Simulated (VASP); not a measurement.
# KBr (Fm-3m) in VASP: phonons with r2SCAN

Aim: the phonons of KBr with r2SCAN.

Everything below comes from runs of VASP 6.6.1. Logs are shortened: lines on timing, memory, paths and dates and some standing lists are left out, and cuts for length are marked.

## Step 1: The cell of the first run

It takes space group Fm-3m (No. 225, cubic). Conventional cell: a = 5.833 Å, b = 5.833 Å, c = 5.833 Å, α = 90.00°, β = 90.00°, γ = 90.00°. Within 3.8 Å of K (site symmetry m-3m) lie 6 Br at 2.92 Å. Within 3.8 Å of Br (site symmetry m-3m) lie 6 K at 2.92 Å.

## Step 2: Phonons, r2SCAN

File INCAR:

```
PREC     = Accurate       # precision mode
ENCUT    = 520            # plane-wave cutoff, eV
EDIFF    = 1E-8           # SCF threshold, eV
ISMEAR   = 0              # smearing method
SIGMA    = 0.01           # smearing width, eV
LREAL    = F              # projectors in reciprocal space
LASPH    = T              # aspherical terms in the spheres
NELM     = 100            # most SCF steps
ALGO     = Normal         # electronic algorithm
ISIF     = 2              # what is computed and relaxed
LWAVE    = F              # write WAVECAR
LCHARG   = T              # write CHGCAR
METAGGA  = R2SCAN         # meta-GGA
LMIXTAU  = T            
NBANDS   = 15             # bands
IBRION   = 6              # ionic algorithm
NFREE    = 2            
POTIM    = 0.015          # step
NSW      = 1              # ionic steps
```

File KPOINTS:

```
Automatic mesh
0
Gamma
  6 6 6
```

File POSCAR:

```
KBr
1.0
    2.9164100871      2.9164100871      0.0000000000
   -2.9164100871      2.9164100871      0.0000000000
    0.0000000000      2.9164100871      2.9164100871
K Br
1 1
Direct
    0.0000000000      0.0000000000      0.0000000000
    0.5000000000      0.5000000000      0.0000000000
```

Potentials or basis: VASP PAW PBE potentials, release 64 (K_sv, Br).

Started as:

```
cat potpaw_PBE.64/K_sv/POTCAR potpaw_PBE.64/Br/POTCAR > POTCAR
mpirun -np 1 vasp_std > vasp.out
```

OUTCAR:

```text
PREC = Accurate
   ENCUT = 520
   EDIFF = 1E-8
   ISMEAR = 0
   LREAL = F
   LASPH = T
   NELM = 100
   ISIF = 2
   METAGGA = R2SCAN
   IBRION = 6
   NFREE = 2
   POTIM = 0.015
   NSW = 1

 ion  position               nearest neighbor table
   1  0.000  0.000  0.000-   2 2.92   2 2.92   2 2.92   2 2.92   2 2.92   2 2.92
   2  0.500  0.500  0.000-   1 2.92   1 2.92   1 2.92   1 2.92   1 2.92   1 2.92

  LATTYP: Found a face centered cubic cell.
 ALAT       =     5.8328201742

  Lattice vectors:

 A1 = (   0.0000000000,   2.9164100871,   2.9164100871)
 A2 = (   2.9164100871,   0.0000000000,   2.9164100871)
 A3 = (   2.9164100871,   2.9164100871,   0.0000000000)

Analysis of symmetry for initial positions (statically):
=====================================================================
 Subroutine PRICEL returns:
 Original cell was already a primitive cell.

 Routine SETGRP: Setting up the symmetry group for a
 face centered cubic supercell.

 Subroutine GETGRP returns: Found 48 space group operations
 (whereof 48 operations were pure point group operations)
 out of a pool of 48 trial point group operations.

The static configuration has the point symmetry O_h .

Analysis of symmetry for dynamics (positions and initial velocities):
=====================================================================
 Subroutine PRICEL returns:
 Original cell was already a primitive cell.

 Routine SETGRP: Setting up the symmetry group for a
 face centered cubic supercell.

 Subroutine GETGRP returns: Found 48 space group operations
 (whereof 48 operations were pure point group operations)
 out of a pool of 48 trial point group operations.

The dynamic configuration has the point symmetry O_h .

 Subroutine INISYM returns: Found 48 space group operations
 (whereof 48 operations are pure point group operations),
 and found     1 'primitive' translations

----------------------------------------------------------------------------------------

                                     Primitive cell

  volume of cell :      49.6107

  direct lattice vectors                    reciprocal lattice vectors
[... 273 lines left out ...]

 Free energy of the ion-electron system (eV)
  ---------------------------------------------------
  ext. energy  EPLUGINS =         0.00000000
  ---------------------------------------------------
  free energy    TOTEN  =       -22.50488192 eV

  energy without entropy =      -22.50488192  energy(sigma->0) =      -22.50488192

 E-fermi :  -0.0497     XC(G=0):  -9.4574

 val. band max:       -0.1766065330   @ k =   0.0000   0.0000   0.0000
 cond. band min:       5.3886859313   @ k =   0.5000   0.5000   0.0000
 fundamental gap:      5.5652924643
 Fermi energy:        -0.0496980011

 k-point     1 :       0.0000    0.0000    0.0000
  band No.  band energies     occupation
      1     -28.5353      2.00000
      2     -13.5729      2.00000
      3     -11.2693      2.00000
      4     -11.2692      2.00000
      5     -11.2692      2.00000
      6      -0.1769      2.00000
      7      -0.1769      2.00000
      8      -0.1766      2.00000
      9       6.2865      0.00000
     10       7.7968      0.00000
     11       7.7971      0.00000
     12       7.7971      0.00000
     13       9.0475      0.00000
     14       9.0482      0.00000
[... 401 lines left out ...]
      2     -13.6032      2.00000
      3     -11.3819      2.00000
      4     -11.3812      2.00000
      5     -11.2186      2.00000
      6      -1.5828      2.00000
      7      -0.5186      2.00000
      8      -0.5180      2.00000
      9       5.8026      0.00000
     10       8.7055      0.00000
     11       9.9885      0.00000
     12      11.4299      0.00000
     13      11.4309      0.00000
     14      12.1704      0.00000
     15      13.6456      0.00000

 [... further k-points ...]

------------------------ aborting loop because EDIFF is reached ----------------------------------------

  FORCE on cell =-STRESS in cart. coord.  units (eV):
  Direction    XX          YY          ZZ          XY          YZ          ZX
  --------------------------------------------------------------------------------------
  -------------------------------------------------------------------------------------
  Total        4.6963965      4.6893579      4.6893579      0.0000000     -0.0000000     -0.0000000
  in kB      151.6699589    151.4426470    151.4426470      0.0000000     -0.0000000     -0.0000000
  external PRESSURE =     151.5184176 kB  Pullay stress =       0.0000000 kB
[... 17 lines left out ...]
  FREE ENERGIE OF THE ION-ELECTRON SYSTEM (eV)
  ---------------------------------------------------
  free  energy   TOTEN  =       -22.5048819166 eV

  energy  without entropy=      -22.5048819166  energy(sigma->0) =      -22.50488192

 INTERNAL STRAIN TENSORS FROM DISPLACED ATOMS
 ============================================

 INTERNAL STRAIN TENSOR FOR ION    1 for displacements in x,y,z  (eV/Angst):
          X           Y           Z          XY          YZ          ZX
  --------------------------------------------------------------------------------
  x     0.00000     0.00000     0.00000     0.00000     0.00000     0.00000
  y     0.00000     0.00000     0.00000     0.00000     0.00000     0.00000
  z     0.00000     0.00000     0.00000     0.00000     0.00000     0.00000

 INTERNAL STRAIN TENSOR FOR ION    2 for displacements in x,y,z  (eV/Angst):
          X           Y           Z          XY          YZ          ZX
  --------------------------------------------------------------------------------
  x     0.00000     0.00000     0.00000     0.00000     0.00000     0.00000
  y     0.00000     0.00000     0.00000     0.00000     0.00000     0.00000
  z     0.00000     0.00000     0.00000     0.00000     0.00000     0.00000

 Eigenvectors and eigenvalues of the dynamical matrix
 ----------------------------------------------------

   1 f  =    7.023618 THz    44.130692 2PiTHz  234.282670 cm-1    29.047336 meV
             X         Y         Z           dx          dy          dz
      0.000000  0.000000  0.000000     0.000000    0.819468   -0.000000
      0.000000  2.916410  0.000000     0.000000   -0.573125    0.000000
[... 21 lines left out ...]
   6 f/i=    0.000573 THz     0.003602 2PiTHz    0.019121 cm-1     0.002371 meV
             X         Y         Z           dx          dy          dz
      0.000000  0.000000  0.000000    -0.000000   -0.000000   -0.573125
      0.000000  2.916410  0.000000     0.000000    0.000000   -0.819468

 ELASTIC MODULI CONTR FROM IONIC RELAXATION (kBar)
 Direction    XX          YY          ZZ          XY          YZ          ZX
 --------------------------------------------------------------------------------
 XX           0.0000      0.0000      0.0000      0.0000      0.0000      0.0000
 YY           0.0000      0.0000      0.0000      0.0000      0.0000      0.0000
 ZZ           0.0000      0.0000      0.0000      0.0000      0.0000      0.0000
 XY           0.0000      0.0000      0.0000      0.0000      0.0000      0.0000
 YZ           0.0000      0.0000      0.0000      0.0000      0.0000      0.0000
 ZX           0.0000      0.0000      0.0000      0.0000      0.0000      0.0000
 --------------------------------------------------------------------------------
```

Wall time 3.4 min (1 thread of AMD EPYC 9R45 (Zen 5), shared host); peak memory 0.18 GiB.

What came out:

```yaml
Highest_phonon_frequency_at_Γ_LO-TO_splitting_left_out: 234 cm⁻¹
```

Phonon frequencies in cm⁻¹ (negative: imaginary):
| q point | frequencies |
| --- | --- |
| (0.000, 0.000, 0.000) | 0 0 0 234 234 234 |

Caveat: the cell stands under pressure or tension, which shifts response properties; the PAW data sets were made with another functional, which shifts forces and pressure a little.
